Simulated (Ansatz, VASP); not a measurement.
# CsBr: VASP beside Ansatz

```
CELL_PARAMETERS angstrom
4.24017 -0.01060 -0.01060
-0.01060 4.24017 -0.01060
-0.01060 -0.01060 4.24017
ATOMIC_POSITIONS crystal
Cs 0.00000 0.00000 0.00000
Br 0.50000 0.50000 0.50000
```

Change from the starting cell: equal xy, yz and zx engineering shears of -0.5 %.

Alike in both runs: functional PBEsol; k mesh 6 × 6 × 6; non-collinear spin, spin-orbit coupling.

Ansatz relaxed the structure, and its values are those at the end. VASP's run is a single point on that final structure, the one shown.

```csv
,VASP,Ansatz
version,VASP 6.6.1,Ansatz 0.2.0
potentials or method,"VASP PAW PBE potentials, release 64 (Cs_sv, Br), cutoff 500 eV",all-electron LAPW
occupations,"gaussian, width 0.01 eV",fixed
```

|  | VASP | Ansatz | Ansatz less VASP |
| --- | --- | --- | --- |
| pressure (GPa) | 0.1 | 0.0 | -0.05 |

VASP's potentials were made for PBE, not for PBEsol. Ansatz ran all-electron here, and VASP with PAW potentials.
